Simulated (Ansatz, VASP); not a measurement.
## AlN in VASP and in Ansatz

```
Al N
1.0
     3.13019    0.00000    0.00000
    -1.56510    2.71083    0.00000
     0.00000    0.00000   15.05456
Al N
6 6
Direct
  0.00000 0.00000 0.00000
  0.33333 0.66667 0.16667
  0.00000 0.00000 0.33333
  0.33333 0.66667 0.50000
  0.00000 0.00000 0.66667
  0.66667 0.33333 0.83333
  0.00000 0.00000 0.12500
  0.33333 0.66667 0.29167
  0.00000 0.00000 0.45833
  0.33333 0.66667 0.62500
  0.00000 0.00000 0.79167
  0.66667 0.33333 0.95833
```

Alike in both runs: task relaxation of cell and atoms; functional PBE; k mesh 12 × 12 × 2; occupations gaussian, width 0.02 eV; no spin polarisation.

```csv
,VASP,Ansatz
version,VASP 6.6.1,Ansatz 0.2.0
potentials or method,"VASP PAW PBE potentials, release 64 (Al, N), cutoff 600 eV","scalar-relativistic, plane waves, PAW"
valence electrons in the cell,48,48
```

Ansatz gave:

| Item | Value |
| --- | --- |
| gap on the k mesh at the Fermi level, each at its own relaxed structure (eV) | 4.01 |
| relaxed volume (Å³/atom) | 10.66 |

Q: Estimate VASP's values.

A: gap on the k mesh at the Fermi level, each at its own relaxed structure (eV): 4.03; relaxed volume (Å³/atom): 10.63.
